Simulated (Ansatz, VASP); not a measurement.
# Two plane-wave programs on Cd

```
Cd
1.0
     2.97887    0.00000    0.00000
    -1.48944    2.60558    0.00000
     0.00000    0.00000    5.61765
Cd
2
Direct
  0.33333 0.66667 0.25000
  0.66667 0.33333 0.75000
```

Change from the starting cell: strain +0.0100 x Voigt [0, 1, 0, 0, 0, 0], atoms carried along.

Alike in both runs: task single point; functional PBEsol; k mesh 18 × 18 × 8; occupations gaussian, width 0.15 eV; no spin polarisation.

|  | VASP | Ansatz |
| --- | --- | --- |
| version | VASP 6.6.1 | Ansatz 0.2.0 |
| potentials or method | VASP PAW PBE potentials, release 64 (Cd), cutoff 520 eV | scalar-relativistic, plane waves, PAW |
| valence electrons in the cell | 24 | 40 |

Ansatz gave:

```
gap on the k mesh at the Fermi level (eV)                     : none
pressure (GPa)                                                : -2.1
traceless stress, the component that is largest in VASP (GPa) : -0.46
rms of the force components (eV/Å)                            : 0.004
```

Task: Estimate VASP's values.

Result: gap on the k mesh at the Fermi level (eV): none; pressure (GPa): -1.7; traceless stress, the component that is largest in VASP (GPa): -0.40; rms of the force components (eV/Å): 0.004.

VASP's potentials were made for PBE, not for PBEsol. Atom by atom the forces differ by 0.000 eV/Å (rms over components). A gap of «none» marks a metal or a gap that the smearing closes. With one functional, cell and mesh, what is left measures potentials, basis and numerics. VASP's potentials hold 24 valence electrons a cell and Ansatz's 40, so a difference there can come from the potentials and not from the codes.
